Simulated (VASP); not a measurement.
Write the native input for VASP 6.6.1 that does the following.

```
Task                   : relaxation of cell and atoms
Functional             : PBEsol
Potentials or basis    : VASP PAW PBE potentials, release 64 (I, Na_pv)
Cutoff                 : 600 eV
k mesh                 : 7 × 7 × 7
Occupations            : fermi-dirac, width 0.05 eV
Spin                   : no spin polarisation
Dipole correction      : no
Further INCAR settings : ALGO = Normal; EDIFF = 1e-06; IBRION = 2; EDIFFG = -0.02; NSW = 80; ISIF = 3
```

The structure of NaI lies in POSCAR:

```
NaI
1.0
    0.0000000000      3.2364000000      3.2364000000
    3.2364000000      0.0000000000      3.2364000000
    3.2364000000      3.2364000000      0.0000000000
I Na
1 1
Direct
    0.5000000000      0.5000000000      0.5000000000
    0.0000000000      0.0000000000      0.0000000000
```

These files were run (other wordings do the same):

INCAR

```
SYSTEM = NaI
ALGO = Normal ; EDIFF = 1E-6
EDIFFG = -0.02 ; ENCUT = 600
GGA = PS ; IBRION = 2
ISIF = 3 ; ISMEAR = -1
LASPH = .TRUE. ; LCHARG = .FALSE.
LREAL = .FALSE. ; LWAVE = .FALSE.
NELM = 80 ; NSW = 80
PREC = Accurate ; SIGMA = 0.05
```

KPOINTS

```
k-points
0
G
  7 7 7
  0 0 0
```

Potentials or basis: VASP PAW PBE potentials, release 64 (I, Na_pv).

Command:

```sh
$ cat potpaw_PBE.64/I/POTCAR potpaw_PBE.64/Na_pv/POTCAR > POTCAR
$ mpirun -np 1 vasp_std > vasp.out
```

Results of the run:

| Item | Value |
| --- | --- |
| Relaxed volume | 32.95 Å³/atom |
| Relaxed cell | a = 4.534 Å, b = 4.534 Å, c = 4.534 Å, α = 60.00°, β = 60.00°, γ = 60.00° |
| Space group after relaxing (to 0.1 Å) | Fm-3m (No. 225) |
| Energy gained by relaxing | 1.6 meV/atom |
| Ionic steps | 3 |
| Pressure after relaxing | 0.0 GPa |
| Band gap on the k mesh | 3.58 eV |

Caveat: the PAW data sets were made with another functional, which shifts forces and pressure a little; spin-orbit coupling is left out, which moves the levels of the heavy elements.

It took 33 s on 1 thread of Intel(R) Xeon(R) Platinum 8488C (Sapphire Rapids), with other jobs on the host, peak memory 0.24 GiB.
